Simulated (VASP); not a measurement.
A run of VASP 6.6.1 is set up as follows.

File INCAR:

```
SYSTEM = MgO
ALGO     = Normal         ! electronic algorithm
EDIFF    = 1E-6           ! SCF threshold, eV
EDIFFG   = -0.005         ! ionic threshold
ENCUT    = 600            ! plane-wave cutoff, eV
GGA      = PE             ! functional
IBRION   = 2              ! ionic algorithm
ISIF     = 3              ! what is computed and relaxed
ISMEAR   = 0              ! smearing method
LASPH    = .TRUE.         ! aspherical terms in the spheres
LCHARG   = .FALSE.        ! write CHGCAR
LREAL    = .FALSE.        ! projectors in reciprocal space
LWAVE    = .FALSE.        ! write WAVECAR
NELM     = 80             ! most SCF steps
NSW      = 100            ! ionic steps
PREC     = Accurate       ! precision mode
SIGMA    = 0.02           ! smearing width, eV
```

KPOINTS

```
k-points
0
G
  9 9 6
  0 0 0
```

POSCAR

```
MgO
1.0
    3.3077869865      0.0000000000      0.0000000000
   -1.6538934933      2.8646275606      0.0000000000
    0.0000000000      0.0000000000      4.9828816700
Mg O
2 2
Direct
    0.3333333300      0.6666666700      0.0021597400
    0.6666666700      0.3333333300      0.5021597400
    0.3333333300      0.6666666700      0.4024402600
    0.6666666700      0.3333333300      0.9024402600
```

Potentials or basis: VASP PAW PBE potentials, release 64 (Mg, O).

Command:

```bash
$ cat potpaw_PBE.64/Mg/POTCAR potpaw_PBE.64/O/POTCAR > POTCAR
$ mpirun -np 1 vasp_std > vasp.out
```

Q: What does it give for the band gap on the k mesh?

A: 3.42 eV, direct.

Q: Predict the space group after relaxing (to 0.05 Å).

A: P6_3mc (No. 186).

Q: Estimate the relaxed volume.

A: 12.13 Å³/atom.

Final structure:
```
Mg O
1.0
     3.31052    0.00000    0.00000
    -1.65526    2.86700    0.00000
     0.00000    0.00000    5.11004
Mg O
2 2
Direct
  0.33333 0.66667 0.00621
  0.66667 0.33333 0.50621
  0.33333 0.66667 0.39839
  0.66667 0.33333 0.89839
```

A k mesh can miss the band edges. PBE gaps usually lie below the measured ones, often by a third to a half.
